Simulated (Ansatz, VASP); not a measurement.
Si2Mo in VASP and in Ansatz

INCAR

```
ALGO = Normal
EDIFF = 1E-6
ENCUT = 520
GGA = PE
ISIF = 2
ISMEAR = -1
LASPH = T
LCHARG = F
LREAL = F
LWAVE = F
NBANDS = 18
NELM = 100
PREC = Accurate
SIGMA = 0.05
```

File KPOINTS:

```
k-points
0
Gamma
  10 10 10
```

POSCAR

```
Si2Mo
1.0
    0.0000000000      2.8054539270      2.8054539270
    2.8054539270      0.0000000000      2.8054539270
    2.8054539270      2.8054539270      0.0000000000
Mo Si
1 2
Direct
    0.0000000000      0.0000000000      0.0000000000
    0.2500000000      0.2500000000      0.2500000000
    0.7500000000      0.7500000000      0.7500000000
```

Input for Ansatz:

```yaml
crystal:
  lattice:
    - [0.0, 2.805453927, 2.805453927]
    - [2.805453927, 0.0, 2.805453927]
    - [2.805453927, 2.805453927, 0.0]
  atoms:
    - { symbol: Mo, position: [0.0, 0.0, 0.0] }
    - { symbol: Si, position: [0.25, 0.25, 0.25] }
    - { symbol: Si, position: [0.75, 0.75, 0.75] }
kpoints:
  mp_grid: { grid: [10, 10, 10] }
scf:
  occupations: { method: fermi_dirac, width: 0.05 }
hamiltonian:
  xc: pbe
  pseudopotentials: { kind: all_electron, lapw: { basis_error: 0.001 } }
output:
  forces: true
  stress: true
  eigenvalues: true
  populations: true
```

Change from the starting cell: volume scaled by 0.88, LAPW.

Alike in both runs: task single point; functional PBE; k mesh 10 × 10 × 10; occupations fermi-dirac, width 0.05 eV; no spin polarisation.

|  | VASP | Ansatz |
| --- | --- | --- |
| version | VASP 6.6.1 | Ansatz 0.2.0 |
| potentials or method | VASP PAW PBE potentials, release 64 (Mo_sv, Si), cutoff 520 eV | all-electron LAPW, scalar-relativistic |

|  | VASP | Ansatz | Ansatz less VASP |
| --- | --- | --- | --- |
| pressure (GPa) | 21.9 | 21.7 | -0.14 |

Ansatz ran all-electron here, and VASP with PAW potentials.
